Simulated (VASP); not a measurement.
Input of a VASP 6.6.1 run:

Contents of INCAR:

```
SYSTEM = TiB2
PREC = Accurate
ENCUT = 520
EDIFF = 1E-6
ISMEAR = -1
SIGMA = 0.05
LREAL = .False.
LASPH = .True.
NELM = 60
ALGO = Normal
ISIF = 2
LWAVE = .False.
LCHARG = .False.
GGA = B5
ALDAX = 1.0
AGGAX = 1.0
AGGAC = 1.0
ALDAC = 0.0
NBANDS = 16
```

File KPOINTS:

```
Automatic mesh
0
Gamma
  10 10 8
  0 0 0
```

File POSCAR:

```
TiB2
1.0
    3.0292000000      0.0000000000      0.0000000000
   -1.5146000000      2.6233641531      0.0000000000
    0.0000000000      0.0000000000      3.2284000000
Ti B
1 2
Direct
    0.0000000000      0.0000000000      0.0000000000
    0.6666666667      0.3333333333      0.5000000000
    0.3333333333      0.6666666667      0.5000000000
```

Potentials or basis: VASP PAW PBE potentials, release 64 (Ti_sv, B).

Command:

```console
$ cat potpaw_PBE.64/Ti_sv/POTCAR potpaw_PBE.64/B/POTCAR > POTCAR
$ mpirun -np 1 vasp_std > vasp.out
```

(1) Estimate the pressure.

(2) What does it give for the band gap on the k mesh?

## Answers

(1) 6.9 GPa.

(2) zero (band 9 reaches 10.82 eV, above the bottom of band 10 at 10.26 eV).

Caveat: the PAW data sets were made with another functional, which shifts forces and pressure a little.
